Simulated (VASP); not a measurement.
# Co (Fm-3m) in VASP: a series of runs

Co is run at these levels: PBE; tasks: single point.

Everything below comes from runs of VASP 6.6.1. Logs are shortened: lines on timing, memory, paths and dates and some standing lists are left out, and cuts for length are marked.

**1. The cell of the first run**

It takes space group Fm-3m (No. 225, cubic). Conventional cell: a = 3.519 Å, b = 3.519 Å, c = 3.519 Å, α = 90.00°, β = 90.00°, γ = 90.00°. Within 3.3 Å of Co (site symmetry m-3m) lie 12 Co at 2.49 Å.

**2. Single point, PBE, collinear spin, ferromagnetic start (volume scaled by 0.9405)**

The input, INCAR:

```
PREC = Accurate
ENCUT = 520
EDIFF = 1E-6
ISMEAR = -1
SIGMA = 0.08
LREAL = F
LASPH = T
NELM = 150
ALGO = Normal
ISIF = 2
LWAVE = F
LCHARG = F
ISPIN = 2
MAGMOM = 2
LORBIT = 11
LMAXMIX = 4
GGA = PE
NBANDS = 14
```

The input, KPOINTS:

```
regular mesh
0
Gamma
  16 16 16
```

The input, POSCAR:

```
Co
1.0
    0.0000000000      1.7593546072      1.7593546072
    1.7593546072      0.0000000000      1.7593546072
    1.7593546072      1.7593546072      0.0000000000
Co
1
Direct
    0.0000000000      0.0000000000      0.0000000000
```

Potentials or basis: VASP PAW PBE potentials, release 64 (Co).

The run is started by

```bash
> cat potpaw_PBE.64/Co/POTCAR > POTCAR
> mpirun -np 1 vasp_std > vasp.out
```

OUTCAR:

```text
PREC = Accurate
   ENCUT = 520
   EDIFF = 1E-6
   ISMEAR = -1
   LREAL = F
   LASPH = T
   NELM = 150
   ISIF = 2
   ISPIN = 2
   LORBIT = 11
   GGA = PE

 ion  position               nearest neighbor table
   1  0.000  0.000  0.000-

  LATTYP: Found a face centered cubic cell.
 ALAT       =     3.5187092144

  Lattice vectors:

 A1 = (   0.0000000000,   1.7593546072,   1.7593546072)
 A2 = (   1.7593546072,   0.0000000000,   1.7593546072)
 A3 = (   1.7593546072,   1.7593546072,   0.0000000000)

Analysis of symmetry for initial positions (statically):
=====================================================================
 Subroutine PRICEL returns:
 Original cell was already a primitive cell.

 Routine SETGRP: Setting up the symmetry group for a
 face centered cubic supercell.

 Subroutine GETGRP returns: Found 48 space group operations
 (whereof 48 operations were pure point group operations)
 out of a pool of 48 trial point group operations.

The static configuration has the point symmetry O_h .

Analysis of symmetry for dynamics (positions and initial velocities):
=====================================================================
 Subroutine PRICEL returns:
 Original cell was already a primitive cell.

 Routine SETGRP: Setting up the symmetry group for a
 face centered cubic supercell.

 Subroutine GETGRP returns: Found 48 space group operations
 (whereof 48 operations were pure point group operations)
 out of a pool of 48 trial point group operations.

The dynamic configuration has the point symmetry O_h .

Analysis of structural, dynamic, and magnetic symmetry:
=====================================================================
 Subroutine PRICEL returns:
 Original cell was already a primitive cell.

 Routine SETGRP: Setting up the symmetry group for a
 face centered cubic supercell.

 Subroutine GETGRP returns: Found 48 space group operations
 (whereof 48 operations were pure point group operations)
 out of a pool of 48 trial point group operations.

The overall configuration has the point symmetry O_h .

 Subroutine INISYM returns: Found 48 space group operations
 (whereof 48 operations are pure point group operations),
 and found     1 'primitive' translations

----------------------------------------------------------------------------------------

                                     Primitive cell

  volume of cell :      10.8916

  direct lattice vectors                    reciprocal lattice vectors
     0.000000000  1.759354607  1.759354607    -0.284195124  0.284195124  0.284195124
     1.759354607  0.000000000  1.759354607     0.284195124 -0.284195124  0.284195124
     1.759354607  1.759354607  0.000000000     0.284195124  0.284195124 -0.284195124

  length of vectors
     2.488103147  2.488103147  2.488103147     0.492240393  0.492240393  0.492240393

  position of ions in fractional coordinates (direct lattice)
     0.000000000  0.000000000  0.000000000

  ion indices of the primitive-cell ions
   primitive index   ion index
                 1           1

----------------------------------------------------------------------------------------

 KPOINTS: regular mesh

Automatic generation of k-mesh.
 Grid dimensions read from file:
 generate k-points for:   16   16   16

 Generating k-lattice:

  Cartesian coordinates                     Fractional coordinates (reciprocal lattice)
    -0.017762195  0.017762195  0.017762195     0.062500000  0.000000000  0.000000000
     0.017762195 -0.017762195  0.017762195     0.000000000  0.062500000  0.000000000
     0.017762195  0.017762195 -0.017762195     0.000000000  0.000000000  0.062500000

  Length of vectors
     0.030765025  0.030765025  0.030765025

  Shift w.r.t. Gamma in fractional coordinates (k-lattice)
     0.000000000  0.000000000  0.000000000

 Subroutine IBZKPT returns following result:
 ===========================================

 Found    145 irreducible k-points:

 Following reciprocal coordinates:
            Coordinates               Weight
  0.000000  0.000000  0.000000      1.000000
  0.062500  0.000000  0.000000      8.000000
  0.125000  0.000000  0.000000      8.000000
  0.187500  0.000000  0.000000      8.000000
  0.250000  0.000000  0.000000      8.000000
  0.312500  0.000000  0.000000      8.000000
[... 16 lines left out ...]
 -0.125000  0.062500  0.000000     24.000000
 -0.062500  0.062500  0.000000     12.000000
 [... further k-points ...]
   k-points           NKPTS =    145   k-points in BZ     NKDIM =    145   number of bands    NBANDS=     14
   number of dos      NEDOS =    301   number of ions     NIONS =      1
   total plane-waves  NPLWV =   8000
   dimension x,y,z NGX =    20 NGY =   20 NGZ =   20
   dimension x,y,z NGXF=    40 NGYF=   40 NGZF=   40
   ions per type =               1
   NGX,Y,Z   is equivalent  to a cutoff of  13.36, 13.36, 13.36 a.u.
   NGXF,Y,Z  is equivalent  to a cutoff of  26.73, 26.73, 26.73 a.u.
 SYSTEM =  unknown system
   PREC   = accura    normal or accurate (medium, high low for compatibility)
   ISTART =      0    job   : 0-new  1-cont  2-samecut
   ICHARG =      2    charge: 1-file 2-atom 10-const
   ISPIN  =      2    spin polarized calculation?
   LNONCOLLINEAR =      F non collinear calculations
   LSORBIT =      F    spin-orbit coupling
   LASPH  =      T    aspherical Exc in radial PAW
   ENCUT  =  520.0 eV  38.22 Ry    6.18 a.u.   4.63  4.63  4.63*2*pi/ulx,y,z
   NELM   =    150;   NELMIN=  2; NELMDL= -5     # of ELM steps
   EDIFF  = 0.1E-05   stopping-criterion for ELM
   LREAL  =      F    real-space projection
   EDIFFG = 0.1E-04   stopping-criterion for IOM
   NSW    =      0    number of steps for IOM
   IBRION =     -1    ionic relax: 0-MD 1-quasi-New 2-CG
   NFREE  =      0    steps in history (QN), initial steepest desc. (CG)
   ISIF   =      2    stress and relaxation
   ISYM   =      2    0-nonsym 1-usesym 2-fastsym
   POTIM  = 0.5000    time-step for ionic-motion
   TEBEG  =    0.0;   TEEND  =   0.0 temperature during run
   PSTRESS=    0.0 pullay stress
   NELECT =       9.0000    total number of electrons
   NUPDOWN=      -1.0000    fix difference up-down
   EMIN   =  10.00;   EMAX   =-10.00  energy-range for DOS
   EFERMI =   0.00;   METHOD = LEGACY
   ISMEAR =    -1;   SIGMA  =   0.08  broadening in eV -4-tet -1-fermi 0-gaus
   EFERMI_NEDOS =   21; number of points for ismear=-14 and -15
   IALGO  =     38    algorithm
   IMIX   =      4    mixing-type and parameters
     AMIX     =   0.40;   BMIX     =  1.00
     AMIX_MAG =   1.60;   BMIX_MAG =  1.00
  volume/ion in A,a.u.               =      10.89        73.50
  Fermi-wavevector in a.u.,A,eV,Ry     =   1.536240  2.903072 32.110186  2.360032
  Thomas-Fermi vector in A             =   2.642916
   LORBIT       =     11    0 simple, 1 ext, 2 COOP (PROOUT), +10 PAW based schemes
   GGA     = PE    functional components
   LHFCALC =     F    Hartree Fock is set to
   AEXX    =    0.0000 exact exchange contribution
   IVDW    =     0    specifies the selected vdW correction
   LEPSILON=     F    determine dielectric tensor
   LRPA    =     F    only Hartree local field effects (RPA)
 spin polarized calculation
  energy-cutoff  :      520.00
  volume of cell :       10.89
 maximum number of plane-waves:       304
   NGX =  9   NGY =  9   NGZ =  9

 number of electron       8.9999997 magnetization       1.6202188

 Free energy of the ion-electron system (eV)
  ---------------------------------------------------
  ext. energy  EPLUGINS =         0.00000000
  ---------------------------------------------------
  free energy    TOTEN  =        -7.03139111 eV

  energy without entropy =       -7.00609272  energy(sigma->0) =       -7.01874192

 E-fermi :  10.2979     XC(G=0): -13.3820

 val. band max:       10.2954539437   @ k =   0.1875   0.1250   0.0625
 cond. band min:      10.3064282652   @ k =  -0.3750   0.3125   0.0625
 fundamental gap:      0.0109743215
 Fermi energy:        10.2978595479

 spin component 1

 k-point     1 :       0.0000    0.0000    0.0000
  band No.  band energies     occupation
      1       1.3061      1.00000
      2       7.5963      1.00000
      3       7.5963      1.00000
      4       7.5963      1.00000
      5       8.6318      1.00000
      6       8.6318      1.00000
      7      33.3042      0.00000
      8      37.6234      0.00000
      9      37.6234      0.00000
     10      37.6234      0.00000
     11      40.8114      0.00000
     12      40.8114      0.00000
     13      40.8114      0.00000
     14      43.3547      0.00000
[... 375 lines left out ...]
 k-point    24 :      -0.0625    0.0625    0.0000
  band No.  band energies     occupation
      1       1.7159      1.00000
      2       7.4739      1.00000
      3       7.6877      1.00000
      4       7.7061      1.00000
      5       8.5392      1.00000
      6       8.6514      1.00000
      7      32.2957      0.00000
      8      34.2147      0.00000
      9      36.3540      0.00000
     10      38.1885      0.00000
     11      40.8183      0.00000
     12      40.9541      0.00000
     13      43.6312      0.00000
     14      46.1306      0.00000

 [... further k-points ...]

 spin component 2

 k-point     1 :       0.0000    0.0000    0.0000
  band No.  band energies     occupation
      1       1.3212      1.00000
      2       9.1547      1.00000
      3       9.1547      1.00000
      4       9.1547      1.00000
      5      10.5989      0.02269
      6      10.5989      0.02269
      7      32.9881      0.00000
      8      37.7762      0.00000
      9      37.7762      0.00000
     10      37.7762      0.00000
     11      41.1102      0.00000
     12      41.1102      0.00000
     13      41.1102      0.00000
     14      43.0110      0.00000
[... 375 lines left out ...]
 k-point    24 :      -0.0625    0.0625    0.0000
  band No.  band energies     occupation
      1       1.7328      1.00000
      2       9.0011      1.00000
      3       9.2559      1.00000
      4       9.2736      1.00000
      5      10.4884      0.08461
      6      10.6138      0.01890
      7      32.2165      0.00000
      8      34.3753      0.00000
      9      36.4765      0.00000
     10      38.3432      0.00000
     11      40.8452      0.00000
     12      41.2417      0.00000
     13      43.7156      0.00000
     14      46.3705      0.00000

 [... further k-points ...]

------------------------ aborting loop because EDIFF is reached ----------------------------------------

  FORCE on cell =-STRESS in cart. coord.  units (eV):
  Direction    XX          YY          ZZ          XY          YZ          ZX
  --------------------------------------------------------------------------------------
  -------------------------------------------------------------------------------------
  Total       -0.0422876     -0.0422876     -0.0422876      0.0000000      0.0000000      0.0000000
  in kB       -6.2206209     -6.2206209     -6.2206209      0.0000000      0.0000000      0.0000000
  external PRESSURE =      -6.2206209 kB  Pullay stress =       0.0000000 kB

 VOLUME and BASIS-vectors are now :
 -----------------------------------------------------------------------------
  energy-cutoff  :      520.00
  volume of cell :       10.89
      direct lattice vectors                 reciprocal lattice vectors
     0.000000000  1.759354607  1.759354607    -0.284195124  0.284195124  0.284195124
     1.759354607  0.000000000  1.759354607     0.284195124 -0.284195124  0.284195124
     1.759354607  1.759354607  0.000000000     0.284195124  0.284195124 -0.284195124

 POSITION                                       TOTAL-FORCE (eV/Angst)
 -----------------------------------------------------------------------------------
      0.00000      0.00000      0.00000         0.000000     -0.000000     -0.000000
 -----------------------------------------------------------------------------------
    total drift:                                0.000000      0.000000      0.000000

  FREE ENERGIE OF THE ION-ELECTRON SYSTEM (eV)
  ---------------------------------------------------
  free  energy   TOTEN  =        -7.0313911098 eV

  energy  without entropy=       -7.0060927212  energy(sigma->0) =       -7.01874192

 total charge

# of ion       s       p       d       tot
------------------------------------------
    1        0.488   0.520   7.256   8.264

 magnetization (x)

# of ion       s       p       d       tot
------------------------------------------
    1       -0.013  -0.048   1.701   1.639
```

It took 37 s on 1 thread of Intel Xeon Platinum 8488C (Sapphire Rapids), shared host; peak memory 0.15 GiB.

What came out:

| Property | Result |
| --- | --- |
| Free energy | -7.0314 eV |
| Pressure | -0.6 GPa |
| Net moment | 1.62 μB per cell |
| Site moments | Co +1.64 μB |
| Valence electrons inside the program's atomic spheres | Co 8.26 |

Caveat: the cell differs from its parent crystal (volume scaled by 0.9405).

**3. Single point, PBE, collinear spin, ferromagnetic start (volume scaled by 0.98)**

The input, INCAR:

```
SYSTEM = Co
PREC = Accurate ; ENCUT = 520
EDIFF = 1E-6 ; ISMEAR = -1
SIGMA = 0.08 ; LREAL = .False.
LASPH = .True. ; NELM = 150
ALGO = Normal ; ISIF = 2
LWAVE = .False. ; LCHARG = .False.
ISPIN = 2 ; MAGMOM = 2
LORBIT = 11 ; LMAXMIX = 4
GGA = PE ; NBANDS = 14
```

The input, KPOINTS:

```
Automatic mesh
0
Gamma
  16 16 16
  0 0 0
```

The input, POSCAR:

```
Co
1.0
    0.0000000000      1.7836479590      1.7836479590
    1.7836479590      0.0000000000      1.7836479590
    1.7836479590      1.7836479590      0.0000000000
Co
1
Direct
    0.0000000000      0.0000000000      0.0000000000
```

Potentials or basis: VASP PAW PBE potentials, release 64 (Co).

The run is started by

```bash
> cat potpaw_PBE.64/Co/POTCAR > POTCAR
> mpirun -np 1 vasp_std > vasp.out
```

It took 34 s on 1 thread of Intel Xeon Platinum 8488C (Sapphire Rapids), shared host; peak memory 0.16 GiB.

It converged, with:

* Free energy: -7.0189 eV
* Pressure: -7.8 GPa
* Net moment: 1.67 μB per cell
* Site moments: Co +1.69 μB
* Valence electrons inside the program's atomic spheres: Co 8.19

Levels at points of the mesh, in eV from the Fermi level:
Spin up:
```
           k point  band 2  band 3  band 4  band 5  band 6  band 7  band 8  band 9
(0.00, 0.00, 0.00)   -2.67   -2.67   -2.67   -1.72   -1.72   22.65   26.65   26.65
(0.50, 0.00, 0.00)   -2.80   -2.80   -0.87   -0.87   -0.27    5.73   21.23   24.08
(0.50, 0.50, 0.00)   -4.47   -0.99   -0.62   -0.62    2.43    9.10   14.42   14.42
```
Spin down:
| k point | band 1 | band 2 | band 3 | band 4 | band 5 | band 6 | band 7 | band 8 | band 9 |
| --- | --- | --- | --- | --- | --- | --- | --- | --- | --- |
| (0.00, 0.00, 0.00) | -8.75 | -1.07 | -1.07 | -1.07 | 0.31 | 0.31 | 22.31 | 26.82 | 26.82 |
| (0.50, 0.00, 0.00) | -4.10 | -1.07 | -1.07 | -0.32 | 1.07 | 1.07 | 6.74 | 20.91 | 24.39 |
| (0.50, 0.50, 0.00) | -3.86 | -3.19 | 1.13 | 1.22 | 1.22 | 2.42 | 10.01 | 14.58 | 14.58 |

Caveat: the cell differs from its parent crystal (volume scaled by 0.98).

**4. Single point, PBE, collinear spin, ferromagnetic start**

This run uses another cell than the first one, of 11.58 Å³/atom, 1.063 times its volume.

The input, INCAR:

```
SYSTEM = Co
ALGO = Normal
EDIFF = 1E-6
ENCUT = 520
GGA = PE
ISIF = 2
ISMEAR = -1
ISPIN = 2
LASPH = .True.
LCHARG = .False.
LMAXMIX = 4
LORBIT = 11
LREAL = .False.
LWAVE = .False.
MAGMOM = 2
NBANDS = 14
NELM = 150
PREC = Accurate
SIGMA = 0.08
```

The input, KPOINTS:

```
k-points
0
Gamma
  16 16 16
  0 0 0
```

The input, POSCAR:

```
Co
1.0
    0.0000000000      1.7957000000      1.7957000000
    1.7957000000      0.0000000000      1.7957000000
    1.7957000000      1.7957000000      0.0000000000
Co
1
Direct
    0.0000000000      0.0000000000      0.0000000000
```

The run is started by

```bash
> cat potpaw_PBE.64/Co/POTCAR > POTCAR
> mpirun -np 1 vasp_std > vasp.out
```

Wall time 34 s (1 thread of Intel Xeon Platinum 8488C (Sapphire Rapids), shared host); peak memory 0.15 GiB.

The run converged. Its results:

```
Free energy                                           : -7.0052 eV
Pressure                                              : -10.9 GPa
Net moment                                            : 1.69 μB per cell
Site moments                                          : Co +1.72 μB
Valence electrons inside the program's atomic spheres : Co 8.15
```

Levels at points of the mesh, in eV from the Fermi level:
Spin up:
| k point | band 1 | band 2 | band 3 | band 4 | band 5 | band 6 | band 7 | band 8 | band 9 | band 10 |
| --- | --- | --- | --- | --- | --- | --- | --- | --- | --- | --- |
| (0.00, 0.00, 0.00) | -8.65 | -2.65 | -2.65 | -2.65 | -1.75 | -1.75 | 22.48 | 26.32 | 26.32 | 26.32 |
| (0.50, 0.00, 0.00) | -4.94 | -2.79 | -2.79 | -0.92 | -0.92 | -0.26 | 5.55 | 21.06 | 23.71 | 23.71 |
| (0.50, 0.50, 0.00) | -5.00 | -4.40 | -1.04 | -0.67 | -0.67 | 2.39 | 8.89 | 14.22 | 14.22 | 19.04 |
Spin down:
```csv
k point,band 1,band 2,band 3,band 4,band 5,band 6,band 7,band 8
"(0.00, 0.00, 0.00)",-8.64,-1.04,-1.04,-1.04,0.32,0.32,22.13,26.49
"(0.50, 0.00, 0.00)",-4.01,-1.03,-1.03,-0.32,1.05,1.05,6.57,20.74
"(0.50, 0.50, 0.00)",-3.75,-3.10,1.12,1.19,1.19,2.38,9.81,14.38
```

**5. Summary**

```tsv
cell	gap on the mesh (eV)	pressure (GPa)	moment (μB)
a = 2.488 Å, angles 60.0°, 1 atom	none	-0.6	1.62
a = 2.522 Å, angles 60.0°, 1 atom	none	-7.8	1.67
a = 2.540 Å, angles 60.0°, 1 atom	none	-10.9	1.69
```

Alike in all rows: task single point; level PBE; potentials or basis VASP PAW PBE potentials, release 64 (Co); spin collinear, ferromagnetic start; k mesh 16 × 16 × 16; cutoff (eV) 520; smearing fermi-dirac 0.08 eV.

Total energies depend on the potentials used, so only differences within one code and one set of settings carry meaning.
